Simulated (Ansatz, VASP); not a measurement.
# Si2Ru2Br: VASP beside Ansatz

The input POSCAR:

```
Si2Ru2Br
1.0
    0.0000000000      4.2337660000      0.0000000000
    4.2337660000      0.0000000000      0.0000000000
    2.1168830000      2.1168830000     -4.9540620000
Ru Si Br
2 2 1
Direct
    0.7500000000      0.2500000000      0.5000000000
    0.2500000000      0.7500000000      0.5000000000
    0.3684000000      0.3684000000      0.2632000000
    0.6316000000      0.6316000000      0.7368000000
    0.0000000000      0.0000000000      0.0000000000
```

File INCAR.step1:

```
SYSTEM = Si2Ru2Br
PREC = Accurate
ENCUT = 520
ISMEAR = -1
SIGMA = 0.1
LREAL = .FALSE.
LASPH = .TRUE.
NELM = 100
NBANDS = 30
GGA = PE
ALGO = Normal
EDIFF = 1E-4
LWAVE = .TRUE.
LCHARG = .FALSE.
```

The input INCAR.step2:

```
SYSTEM = Si2Ru2Br
PREC = Accurate
ENCUT = 520
EDIFF = 1E-6
ISMEAR = -1
SIGMA = 0.1
LREAL = .FALSE.
LASPH = .TRUE.
NELM = 100
ALGO = Normal
ISIF = 2
LWAVE = .FALSE.
LCHARG = .FALSE.
METAGGA = R2SCAN
LMIXTAU = .TRUE.
NBANDS = 30
ISTART = 1
```

The input KPOINTS:

```
regular mesh
0
G
  9 9 9
  0 0 0
```

Input for Ansatz:

```yaml
crystal:
  lattice:
    - [0.0, 4.233766, 0.0]
    - [4.233766, 0.0, 0.0]
    - [2.116883, 2.116883, -4.954062]
  atoms:
    - { symbol: Ru, position: [0.75, 0.25, 0.5] }
    - { symbol: Ru, position: [0.25, 0.75, 0.5] }
    - { symbol: Si, position: [0.3684, 0.3684, 0.2632] }
    - { symbol: Si, position: [0.6316, 0.6316, 0.7368] }
    - { symbol: Br, position: [0.0, 0.0, 0.0] }
  symmetry: { tolerance: 0.0003 }
kpoints:
  mp_grid: { grid: [9, 9, 9], shift: [0, 0, 0] }
  band_path:
    path:
      - [0.0, 0.0, 0.0]
      - [0.5, 0.5, 0.5]
      - [0.5, 0.5, 0.25]
      - [0.0, 0.5, 0.0]
      - [0.0, 0.0, 0.0]
      - [0.0, 0.0, -0.5]
      - [0.0, 0.40870629, -0.29564685]
      - [0.0, 0.59129371, 0.29564685]
      - [0.0, 0.0, 0.0]
      - [0.5, 0.5, 0.5]
      - [0.40870629, 0.59129371, 0.5]
    npoints: 6
magnetization:
  spin_polarized: false
scf:
  occupations: { method: fermi_dirac }
  lower_state_search: "off"
  max_iter: 200
hamiltonian:
  pseudopotentials: { kind: paw }
  xc: r2scan
basis:
  ecutwfc: 500
  fft_grid_basis: typed
output:
  forces: true
  stress: true
  eigenvalues: true
  bader: true
  populations: true
  elf: true
  write_potential: true
  volumetric_format: npy
  dos:
    e_range: [-12, 8]
    de: 0.05
    projected: { site_lists: { Br: [Br], Ru: [Ru], Si: [Si] } }
checkpoint:
  read: saved_state
```

Alike in both runs: task single point; functional r2SCAN; k mesh 9 × 9 × 9; no spin polarisation.

|  | VASP | Ansatz |
| --- | --- | --- |
| version | VASP 6.6.1 | Ansatz 0.2.0 |
| potentials or method | VASP PAW PBE potentials, release 64 (Ru_pv, Si, Br), cutoff 520 eV | PAW plane waves |
| occupations | fermi-dirac, width 0.1 eV | fermi-dirac |
| valence electrons in the cell | 43 | 47 |

|  | VASP | Ansatz | Ansatz less VASP |
| --- | --- | --- | --- |
| pressure (GPa) | -6.1 | -6.2 | -0.18 |
| traceless stress, the component that is largest in VASP (GPa) | -4.07 | -3.96 | +0.111 |
| rms of the force components (eV/Å) | 0.186 | 0.171 | -0.0146 |

VASP's potentials were made for PBE, not for r2SCAN. Atom by atom the forces differ by 0.015 eV/Å (rms over components). VASP's potentials hold 43 valence electrons a cell and Ansatz's 47, so a difference there can come from the potentials and not from the codes.
